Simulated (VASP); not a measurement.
Write the native input for VASP 6.6.1 that does the following.

| Quantity | Value |
| --- | --- |
| Task | single point |
| Functional | PBE |
| Potentials or basis | VASP PAW PBE potentials, release 64 (Ta_pv, N) |
| Cutoff | 520 eV |
| k mesh | 2 × 2 × 2 |
| Occupations | fermi-dirac, width 0.17 eV |
| Spin | no spin polarisation |
| Dipole correction | no |
| Further INCAR settings | ALGO = Normal; EDIFF = 1e-06; NBANDS = 60 |

The structure of TaN lies in POSCAR:

```
TaN
1.0
    5.4568860000      0.0000000000      0.0000000000
   -2.7284430000      4.7258020000      0.0000000000
    0.0000000000      0.0000000000      6.1075020000
Ta N
6 6
Direct
    0.0427082126      0.0514410041     -0.0544739895
    0.3719001710      0.6923057716      0.2172901458
    0.6854195607      0.3251511595      0.2479737215
    0.0092453994      0.0253078737      0.4360538891
    0.3161265852      0.7094033986      0.7240603441
    0.6666677965      0.3788351691      0.7254357019
    0.4050638163      0.0316983234     -0.0532787382
    0.6399369910      0.6352572537     -0.0327793589
    0.0047666246      0.3883573624     -0.0114121944
    0.3886455074      0.0028566580      0.4743019323
    0.6665153664      0.6431500939      0.4367906879
    0.0581385888      0.4124167707      0.4769216613
```

These files were run (other wordings do the same):

INCAR

```
SYSTEM = TaN
ALGO = Normal ; EDIFF = 1E-6
ENCUT = 520 ; GGA = PE
ISIF = 2 ; ISMEAR = -1
LASPH = .TRUE. ; LCHARG = .FALSE.
LREAL = .FALSE. ; LWAVE = .FALSE.
NBANDS = 60 ; NELM = 80
PREC = Accurate ; SIGMA = 0.17
```

KPOINTS

```
k-points
0
G
  2 2 2
  0 0 0
```

Potentials or basis: VASP PAW PBE potentials, release 64 (Ta_pv, N).

Launch:

```console
$ cat potpaw_PBE.64/Ta_pv/POTCAR potpaw_PBE.64/N/POTCAR > POTCAR
$ mpirun -np 1 vasp_std > vasp.out
```

Results of the run:

- Pressure: -19.3 GPa
- Largest force: 3.098 eV/Å
- Band gap on the k mesh: 0.27 eV (least direct gap 0.38 eV)

Caveat: the k points lie up to 0.66 Å⁻¹ apart; spin-orbit coupling is left out, which moves the levels of the heavy elements; forces of over 1 eV/Å act on the atoms, so gaps and moduli don't describe the material at rest.

It took 2.5 min on 1 thread of Intel(R) Xeon(R) Platinum 8375C CPU @ 2.90GHz (Ice Lake), with other jobs on the host, peak memory 0.29 GiB.
